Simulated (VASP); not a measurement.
# FeSi (P2_13) in VASP: notebook

FeSi is run at these levels: LDA; tasks: single point, relaxation of cell and atoms.

Program: VASP 6.6.1. These are calculated values, not measurements. Logs are shortened: lines on timing, memory, paths and dates and some standing lists are left out, and cuts for length are marked.

### Step 1. The cell of the first run

It takes space group P2_13 (No. 198, cubic). The conventional cell has a = 4.551 Å, b = 4.551 Å, c = 4.551 Å, α = 90.00°, β = 90.00°, γ = 90.00°. Within 3.0 Å of Fe (site symmetry 3) lie 7 Si at 2.30 to 2.61 Å and 6 Fe at 2.79 Å. Si (site symmetry 3) has 7 Fe at 2.30 to 2.61 Å and 6 Si at 2.83 Å within 3.0 Å.

### Step 2. Single point, LDA

Input file INCAR:

```
SYSTEM = FeSi
ALGO = Normal
EDIFF = 1E-6
ENCUT = 520
ISIF = 2
ISMEAR = 0
LASPH = .TRUE.
LCHARG = .TRUE.
LELF = .TRUE.
LREAL = .FALSE.
LVHAR = .TRUE.
LWAVE = .FALSE.
NBANDS = 34
NELM = 60
PREC = Accurate
SIGMA = 0.01
```

Input file KPOINTS:

```
k-points
0
G
  8 8 8
  0 0 0
```

Input file POSCAR:

```
FeSi
1.0
    4.5507000000      0.0000000000      0.0000000000
    0.0000000000      4.5507000000      0.0000000000
    0.0000000000      0.0000000000      4.5507000000
Fe Si
4 4
Direct
    0.1294008308      0.1294008308      0.1294008308
    0.3705991692      0.8705991692      0.6294008308
    0.6294008308      0.3705991692      0.8705991692
    0.8705991692      0.6294008308      0.3705991692
    0.8375191051      0.8375191051      0.8375191051
    0.6624808949      0.1624808949      0.3375191051
    0.3375191051      0.6624808949      0.1624808949
    0.1624808949      0.3375191051      0.6624808949
```

Potentials or basis: VASP PAW LDA potentials, release 64 (Fe, Si).

Launch:

```sh
> cat potpaw_LDA.64/Fe/POTCAR potpaw_LDA.64/Si/POTCAR > POTCAR
> mpirun -np 1 vasp_std > vasp.out
```

OUTCAR:

```text
SYSTEM = FeSi
   EDIFF = 1E-6
   ENCUT = 520
   ISIF = 2
   ISMEAR = 0
   LASPH = .TRUE.
   LREAL = .FALSE.
   NELM = 60
   PREC = Accurate

 ion  position               nearest neighbor table
   1  0.129  0.129  0.129-   5 2.30   6 2.33   7 2.33   8 2.33   7 2.61   6 2.61   8 2.61   3 2.79
                             4 2.79   2 2.79   2 2.79   4 2.79   3 2.79
   2  0.371  0.871  0.629-   6 2.30   5 2.33   7 2.33   8 2.33   8 2.61   7 2.61   5 2.61   1 2.79
                             1 2.79   3 2.79   3 2.79   4 2.79   4 2.79
   3  0.629  0.371  0.871-   7 2.30   6 2.33   5 2.33   8 2.33   5 2.61   6 2.61   8 2.61   1 2.79
                             4 2.79   2 2.79   2 2.79   4 2.79   1 2.79
   4  0.871  0.629  0.371-   8 2.30   6 2.33   7 2.33   5 2.33   6 2.61   5 2.61   7 2.61   1 2.79
                             3 2.79   2 2.79   1 2.79   2 2.79   3 2.79
   5  0.838  0.838  0.838-   1 2.30   2 2.33   3 2.33   4 2.33   3 2.61   2 2.61   4 2.61   6 2.83
                             7 2.83   8 2.83   6 2.83   8 2.83   7 2.83
   6  0.662  0.162  0.338-   2 2.30   1 2.33   3 2.33   4 2.33   4 2.61   3 2.61   1 2.61   8 2.83
                             5 2.83   5 2.83   7 2.83   7 2.83   8 2.83
   7  0.338  0.662  0.162-   3 2.30   2 2.33   1 2.33   4 2.33   1 2.61   2 2.61   4 2.61   8 2.83
                             5 2.83   8 2.83   6 2.83   6 2.83   5 2.83
   8  0.162  0.338  0.662-   4 2.30   2 2.33   3 2.33   1 2.33   2 2.61   1 2.61   3 2.61   7 2.83
                             5 2.83   7 2.83   5 2.83   6 2.83   6 2.83

  LATTYP: Found a simple cubic cell.
 ALAT       =     4.5507000000

  Lattice vectors:

 A1 = (   4.5507000000,   0.0000000000,   0.0000000000)
 A2 = (   0.0000000000,   4.5507000000,   0.0000000000)
 A3 = (   0.0000000000,   0.0000000000,   4.5507000000)

Analysis of symmetry for initial positions (statically):
=====================================================================
 Subroutine PRICEL returns:
 Original cell was already a primitive cell.

 Routine SETGRP: Setting up the symmetry group for a
 simple cubic supercell.

 Subroutine GETGRP returns: Found 12 space group operations
 (whereof  3 operations were pure point group operations)
 out of a pool of 48 trial point group operations.

The static configuration has the point symmetry C_3 .
 The point group associated with its full space group is T   .

Analysis of symmetry for dynamics (positions and initial velocities):
=====================================================================
 Subroutine PRICEL returns:
 Original cell was already a primitive cell.

 Routine SETGRP: Setting up the symmetry group for a
 simple cubic supercell.

 Subroutine GETGRP returns: Found 12 space group operations
 (whereof  3 operations were pure point group operations)
 out of a pool of 48 trial point group operations.

The dynamic configuration has the point symmetry C_3 .
 The point group associated with its full space group is T   .

 Subroutine INISYM returns: Found 12 space group operations
 (whereof  3 operations are pure point group operations),
 and found     1 'primitive' translations

----------------------------------------------------------------------------------------

                                     Primitive cell

  volume of cell :      94.2399

  direct lattice vectors                    reciprocal lattice vectors
     4.550700000  0.000000000  0.000000000     0.219746413  0.000000000  0.000000000
     0.000000000  4.550700000  0.000000000     0.000000000  0.219746413  0.000000000
     0.000000000  0.000000000  4.550700000     0.000000000  0.000000000  0.219746413

  length of vectors
     4.550700000  4.550700000  4.550700000     0.219746413  0.219746413  0.219746413

  position of ions in fractional coordinates (direct lattice)
     0.129400831  0.129400831  0.129400831
     0.370599169  0.870599169  0.629400831
     0.629400831  0.370599169  0.870599169
     0.870599169  0.629400831  0.370599169
     0.837519105  0.837519105  0.837519105
     0.662480895  0.162480895  0.337519105
     0.337519105  0.662480895  0.162480895
     0.162480895  0.337519105  0.662480895

  ion indices of the primitive-cell ions
   primitive index   ion index
                 1           1
                 2           2
                 3           3
                 4           4
                 5           5
                 6           6
                 7           7
                 8           8

----------------------------------------------------------------------------------------

 KPOINTS: k-points

Automatic generation of k-mesh.
 Grid dimensions read from file:
 generate k-points for:    8    8    8

 Generating k-lattice:

  Cartesian coordinates                     Fractional coordinates (reciprocal lattice)
     0.027468302  0.000000000  0.000000000     0.125000000  0.000000000  0.000000000
     0.000000000  0.027468302  0.000000000     0.000000000  0.125000000  0.000000000
     0.000000000  0.000000000  0.027468302     0.000000000  0.000000000  0.125000000

  Length of vectors
     0.027468302  0.027468302  0.027468302

  Shift w.r.t. Gamma in fractional coordinates (k-lattice)
     0.000000000  0.000000000  0.000000000

 Subroutine IBZKPT returns following result:
 ===========================================

 Found     45 irreducible k-points:

 Following reciprocal coordinates:
            Coordinates               Weight
  0.000000  0.000000  0.000000      1.000000
  0.125000  0.000000  0.000000      6.000000
  0.250000  0.000000  0.000000      6.000000
  0.375000  0.000000  0.000000      6.000000
  0.500000  0.000000  0.000000      3.000000
  0.125000  0.125000  0.000000     12.000000
[... 16 lines left out ...]
  0.250000  0.125000  0.125000     24.000000
  0.375000  0.125000  0.125000     24.000000
 [... further k-points ...]
   k-points           NKPTS =     45   k-points in BZ     NKDIM =     45   number of bands    NBANDS=     34
   number of dos      NEDOS =    301   number of ions     NIONS =      8
   total plane-waves  NPLWV =  46656
   dimension x,y,z NGX =    36 NGY =   36 NGZ =   36
   dimension x,y,z NGXF=    72 NGYF=   72 NGZF=   72
   ions per type =               4   4
   NGX,Y,Z   is equivalent  to a cutoff of  13.15, 13.15, 13.15 a.u.
[... 19 lines left out ...]
   POTIM  = 0.5000    time-step for ionic-motion
   TEBEG  =    0.0;   TEEND  =   0.0 temperature during run
   PSTRESS=    0.0 pullay stress
   NELECT =      48.0000    total number of electrons
   NUPDOWN=      -1.0000    fix difference up-down
   EMIN   =  10.00;   EMAX   =-10.00  energy-range for DOS
   EFERMI =   0.00;   METHOD = LEGACY
   ISMEAR =     0;   SIGMA  =   0.01  broadening in eV -4-tet -1-fermi 0-gaus
   EFERMI_NEDOS =   21; number of points for ismear=-14 and -15
   IALGO  =     38    algorithm
   IMIX   =      4    mixing-type and parameters
     AMIX     =   0.40;   BMIX     =  1.00
     AMIX_MAG =   1.60;   BMIX_MAG =  1.00
  volume/ion in A,a.u.               =      11.78        79.50
  Fermi-wavevector in a.u.,A,eV,Ry     =   1.307406  2.470639 23.256570  1.709310
  Thomas-Fermi vector in A             =   2.438142
   LORBIT       =      0    0 simple, 1 ext, 2 COOP (PROOUT), +10 PAW based schemes
   GGA     = CA    functional components
   LHFCALC =     F    Hartree Fock is set to
   AEXX    =    0.0000 exact exchange contribution
   IVDW    =     0    specifies the selected vdW correction
   LEPSILON=     F    determine dielectric tensor
   LRPA    =     F    only Hartree local field effects (RPA)
 non-spin polarized calculation
 Gauss-broadening in eV      SIGMA  =   0.01
  energy-cutoff  :      520.00
  volume of cell :       94.24
 maximum number of plane-waves:      2560
 NGX is ok and might be reduce to    36
   NGX = 17   NGY = 17   NGZ = 17

 number of electron      48.0000000 magnetization

 Free energy of the ion-electron system (eV)
  ---------------------------------------------------
  ext. energy  EPLUGINS =         0.00000000
  ---------------------------------------------------
  free energy    TOTEN  =       -65.71999556 eV

  energy without entropy =      -65.71999556  energy(sigma->0) =      -65.71999556

 E-fermi :   8.7916     XC(G=0): -12.6257

 val. band max:        8.7364948578   @ k =  -0.1250   0.2500   0.0000
 cond. band min:       8.8761250807   @ k =   0.2500   0.2500   0.0000
 fundamental gap:      0.1396302230
 Fermi energy:         8.7915568034

 k-point     1 :       0.0000    0.0000    0.0000
  band No.  band energies     occupation
      1      -3.8504      2.00000
      2       1.2440      2.00000
      3       1.2440      2.00000
      4       1.2440      2.00000
      5       4.0331      2.00000
      6       4.0331      2.00000
[... 26 lines left out ...]
     33      12.8543      0.00000
     34      12.8543      0.00000

 k-point     2 :       0.1250    0.0000    0.0000
  band No.  band energies     occupation
      1      -3.7406      2.00000
      2       0.5165      2.00000
      3       1.3078      2.00000
      4       1.7783      2.00000
      5       3.5716      2.00000
      6       4.1068      2.00000
[... 26 lines left out ...]
     33      12.9771      0.00000
     34      13.0358      0.00000

 k-point     3 :       0.2500    0.0000    0.0000
  band No.  band energies     occupation
      1      -3.4147      2.00000
      2      -0.3797      2.00000
      3       1.4939      2.00000
      4       2.1795      2.00000
      5       3.3301      2.00000
      6       4.2785      2.00000
[... 26 lines left out ...]
     33      13.2113      0.00000
     34      13.2349      0.00000

 k-point     4 :       0.3750    0.0000    0.0000
  band No.  band energies     occupation
      1      -2.8842      2.00000
      2      -1.3136      2.00000
      3       1.7816      2.00000
      4       2.3360      2.00000
      5       3.3504      2.00000
      6       4.2065      2.00000
[... 26 lines left out ...]
     33      13.4570      0.00000
     34      13.5489      0.00000

 k-point     5 :       0.5000    0.0000    0.0000
  band No.  band energies     occupation
      1      -2.1711      2.00000
      2      -2.1711      2.00000
      3       2.1164      2.00000
      4       2.1164      2.00000
      5       3.7238      2.00000
      6       3.7238      2.00000
[... 621 lines left out ...]
 k-point    22 :       0.1250    0.1250    0.1250
  band No.  band energies     occupation
      1      -3.5227      2.00000
      2       0.2786      2.00000
      3       0.9104      2.00000
      4       2.0261      2.00000
      5       3.4964      2.00000
      6       4.1965      2.00000
[... 26 lines left out ...]
     33      12.7204      0.00000
     34      13.2533      0.00000

 k-point    23 :       0.2500    0.1250    0.1250
  band No.  band energies     occupation
      1      -3.2005      2.00000
      2      -0.2921      2.00000
      3       0.9448      2.00000
      4       2.1156      2.00000
      5       3.3429      2.00000
      6       4.0947      2.00000
[... 26 lines left out ...]
     33      12.9811      0.00000
     34      13.1699      0.00000

 k-point    24 :       0.3750    0.1250    0.1250
  band No.  band energies     occupation
      1      -2.6771      2.00000
      2      -1.1465      2.00000
      3       1.2609      2.00000
      4       2.0746      2.00000
      5       3.1865      2.00000
      6       3.8447      2.00000
[... 26 lines left out ...]
     33      12.6505      0.00000
     34      13.4372      0.00000

 [... further k-points ...]

------------------------ aborting loop because EDIFF is reached ----------------------------------------

  FORCE on cell =-STRESS in cart. coord.  units (eV):
  Direction    XX          YY          ZZ          XY          YZ          ZX
  --------------------------------------------------------------------------------------
  -------------------------------------------------------------------------------------
  Total      -13.0262505    -13.0262505    -13.0262505      0.0000000      0.0000000      0.0000000
  in kB     -221.4600487   -221.4600487   -221.4600487      0.0000000      0.0000000      0.0000000
  external PRESSURE =    -221.4600487 kB  Pullay stress =       0.0000000 kB

 VOLUME and BASIS-vectors are now :
 -----------------------------------------------------------------------------
  energy-cutoff  :      520.00
  volume of cell :       94.24
      direct lattice vectors                 reciprocal lattice vectors
     4.550700000  0.000000000  0.000000000     0.219746413  0.000000000  0.000000000
     0.000000000  4.550700000  0.000000000     0.000000000  0.219746413  0.000000000
     0.000000000  0.000000000  4.550700000     0.000000000  0.000000000  0.219746413

 POSITION                                       TOTAL-FORCE (eV/Angst)
 -----------------------------------------------------------------------------------
      0.58886      0.58886      0.58886         0.025546      0.025546      0.025546
      1.68649      3.96184      2.86421        -0.025546     -0.025546      0.025546
      2.86421      1.68649      3.96184         0.025546     -0.025546     -0.025546
      3.96184      2.86421      1.68649        -0.025546      0.025546     -0.025546
      3.81130      3.81130      3.81130         0.005251      0.005251      0.005251
      3.01475      0.73940      1.53595        -0.005251     -0.005251      0.005251
      1.53595      3.01475      0.73940         0.005251     -0.005251     -0.005251
      0.73940      1.53595      3.01475        -0.005251      0.005251     -0.005251
 -----------------------------------------------------------------------------------
    total drift:                                0.000000      0.000000      0.000000

  FREE ENERGIE OF THE ION-ELECTRON SYSTEM (eV)
  ---------------------------------------------------
  free  energy   TOTEN  =       -65.7199955612 eV

  energy  without entropy=      -65.7199955612  energy(sigma->0) =      -65.71999556
```

It took 78 s on 1 thread of AMD EPYC 9R45 (Zen 5), shared host; peak memory 0.21 GiB.

What came out:

| Property | Result |
| --- | --- |
| Free energy | -65.7200 eV |
| Pressure | -22.1 GPa |
| Largest force | 0.044 eV/Å |
| Band gap on the k mesh | 0.14 eV (least direct gap 0.16 eV) |

Forces in eV/Å, atoms in the order of the input:
```
Fe   0.026  0.026  0.026
Fe  -0.026 -0.026  0.026
Fe   0.026 -0.026 -0.026
Fe  -0.026  0.026 -0.026
Si   0.005  0.005  0.005
Si  -0.005 -0.005  0.005
Si   0.005 -0.005 -0.005
Si  -0.005  0.005 -0.005
```

Levels at points of the mesh, in eV from the valence-band top:
| k point | band 21 | band 22 | band 23 | band 24 | band 25 | band 26 | band 27 | band 28 |
| --- | --- | --- | --- | --- | --- | --- | --- | --- |
| (0.00, 0.00, 0.00) | -0.25 | -0.25 | -0.02 | -0.02 | 0.58 | 0.58 | 0.58 | 2.79 |
| (0.50, 0.00, 0.00) | -0.33 | -0.33 | -0.03 | -0.03 | 0.19 | 0.19 | 1.61 | 1.61 |
| (0.50, 0.50, 0.00) | -0.93 | -0.93 | -0.31 | -0.31 | 0.60 | 0.60 | 1.17 | 1.17 |
| (0.50, 0.50, 0.50) | -0.56 | -0.56 | -0.56 | -0.56 | 0.43 | 0.43 | 0.43 | 0.43 |

Caveat: the cell stands under tension.

### Step 3. Relaxation of cell and atoms, LDA

Input file INCAR:

```
SYSTEM = FeSi
PREC = Accurate ; ENCUT = 600
EDIFF = 1E-6 ; ISMEAR = 0
SIGMA = 0.01 ; LREAL = .FALSE.
LASPH = .TRUE. ; NELM = 60
ALGO = Normal ; ISIF = 3
LWAVE = .FALSE. ; LCHARG = .FALSE.
IBRION = 2 ; NSW = 80
EDIFFG = -0.003
```

Input file KPOINTS:

```
Automatic mesh
0
G
  8 8 8
  0 0 0
```

Input file POSCAR:

```
FeSi
1.0
    4.5507000000      0.0000000000      0.0000000000
    0.0000000000      4.5507000000      0.0000000000
    0.0000000000      0.0000000000      4.5507000000
Fe Si
4 4
Direct
    0.1365200000      0.1365200000      0.1365200000
    0.3634800000      0.8634800000      0.6365200000
    0.6365200000      0.3634800000      0.8634800000
    0.8634800000      0.6365200000      0.3634800000
    0.8424000000      0.8424000000      0.8424000000
    0.6576000000      0.1576000000      0.3424000000
    0.3424000000      0.6576000000      0.1576000000
    0.1576000000      0.3424000000      0.6576000000
```

Potentials or basis: VASP PAW LDA potentials, release 64 (Fe, Si).

Launch:

```sh
> cat potpaw_LDA.64/Fe/POTCAR potpaw_LDA.64/Si/POTCAR > POTCAR
> mpirun -np 1 vasp_std > vasp.out
```

Wall time 8.1 min (1 thread of AMD EPYC 9R45 (Zen 5), shared host); peak memory 0.23 GiB.

Results (log left out):

| Item | Value |
| --- | --- |
| Free energy | -66.5587 eV |
| Relaxed volume | 10.45 Å³/atom |
| Relaxed cell | a = 4.373 Å, b = 4.373 Å, c = 4.373 Å, α = 90.00°, β = 90.00°, γ = 90.00° |
| Space group after relaxing (to 0.1 Å) | P2_13 (No. 198) |
| Energy gained by relaxing | 113.0 meV/atom |
| Ionic steps | 20 |
| Pressure after relaxing | 0.0 GPa |
| Band gap on the k mesh | 0.13 eV (least direct gap 0.15 eV) |

The path:
```
step  energy change (eV)  largest force (eV/Å)  pressure (GPa)  volume (Å³)
   1              0.0000                0.3611          -24.25        94.24
   2              0.9575                1.2371           57.01        71.96
   3             -0.8973                0.1409           -1.15        84.10
   4             -0.8986                0.1593           -0.29        83.81
   5             -0.8986                0.1725            0.31        83.61
   6             -0.9031                0.0649            0.48        83.55
   7             -0.9034                0.0326            0.41        83.53
   8             -0.9033                0.0039           -0.67        83.83
   9             -0.9036                0.0187           -0.12        83.67
  10             -0.9037                0.0075           -0.03        83.64
  11             -0.9037                0.0037           -0.02        83.62
  12             -0.9037                0.0040            0.08        83.62
  13             -0.9037                0.0039           -0.07        83.62
  14             -0.9037                0.0039            0.13        83.57
  15             -0.9037                0.0034            0.02        83.61
  16             -0.9037                0.0036           -0.04        83.61
  17             -0.9037                0.0028            0.07        83.61
  18             -0.9037                0.0035           -0.01        83.61
  19             -0.9037                0.0033            0.03        83.61
  20             -0.9037                0.0009            0.00        83.63
```

Final structure:
```
CELL_PARAMETERS angstrom
4.37306 0.00000 0.00000
0.00000 4.37306 0.00000
0.00000 0.00000 4.37306
ATOMIC_POSITIONS crystal
Fe 0.13718 0.13718 0.13718
Fe 0.36282 0.86282 0.63718
Fe 0.63718 0.36282 0.86282
Fe 0.86282 0.63718 0.36282
Si 0.84087 0.84087 0.84087
Si 0.65913 0.15913 0.34087
Si 0.34087 0.65913 0.15913
Si 0.15913 0.34087 0.65913
```

Levels at points of the mesh, in eV from the valence-band top:
| k point | band 20 | band 21 | band 22 | band 23 | band 24 | band 25 | band 26 | band 27 | band 28 | band 29 |
| --- | --- | --- | --- | --- | --- | --- | --- | --- | --- | --- |
| (0.00, 0.00, 0.00) | -0.29 | -0.29 | -0.29 | -0.05 | -0.05 | 0.69 | 0.69 | 0.69 | 3.29 | 3.29 |
| (0.50, 0.00, 0.00) | -1.33 | -0.41 | -0.41 | -0.02 | -0.02 | 0.18 | 0.18 | 1.82 | 1.82 | 2.43 |
| (0.50, 0.50, 0.00) | -1.38 | -1.09 | -1.09 | -0.38 | -0.38 | 0.66 | 0.66 | 1.38 | 1.38 | 2.95 |
| (0.50, 0.50, 0.50) | -0.80 | -0.71 | -0.71 | -0.71 | -0.71 | 0.48 | 0.48 | 0.48 | 0.48 | 5.95 |

A k mesh can miss the band edges. Zero-point motion and thermal expansion aren't in these numbers.
